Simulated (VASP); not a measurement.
A run of VASP 6.6.1 is set up as follows.

File INCAR:

```
ALGO     = Normal         # electronic algorithm
EDIFF    = 1E-6           # SCF threshold, eV
ENCUT    = 700            # plane-wave cutoff, eV
GGA      = PE             # functional
GGA_COMPAT= False        
ISIF     = 2              # what is computed and relaxed
ISMEAR   = -1             # smearing method
ISPIN    = 2              # spin polarisation
LASPH    = True           # aspherical terms in the spheres
LCHARG   = True           # write CHGCAR
LELF     = True           # ELF
LMAXMIX  = 4              # l up to which the mixer works
LORBIT   = 11             # projections on sites
LREAL    = False          # projectors in reciprocal space
LVHAR    = True         
LWAVE    = False          # write WAVECAR
MAGMOM   = 2 0            # initial moments
NBANDS   = 22             # bands
NELM     = 200            # most SCF steps
NUPDOWN  = 2.0            # fixed moment
PREC     = Accurate       # precision mode
SIGMA    = 0.05           # smearing width, eV
```

File KPOINTS:

```
k-points
0
Gamma
  9 9 9
```

The input POSCAR:

```
CoO
1.0
    0.0000000000      2.1315000000      2.1315000000
    2.1315000000      0.0000000000      2.1315000000
    2.1315000000      2.1315000000      0.0000000000
Co O
1 1
Direct
    0.0000000000      0.0000000000      0.0000000000
    0.5000000000      0.5000000000      0.5000000000
```

Potentials or basis: VASP PAW PBE potentials, release 64 (Co_sv, O).

Command:

```sh
$ cat potpaw_PBE.64/Co_sv/POTCAR potpaw_PBE.64/O/POTCAR > POTCAR
$ mpirun -np 1 vasp_std > vasp.out
```

(1) What does it give for the pressure?

Results:

(1) -10.5 GPa.

Caveat: the cell stands under tension; the total moment is fixed, so each spin has its own Fermi level and the state may be an excited one; a cell with one magnetic atom can't hold antiferromagnetic order, which such compounds often take.
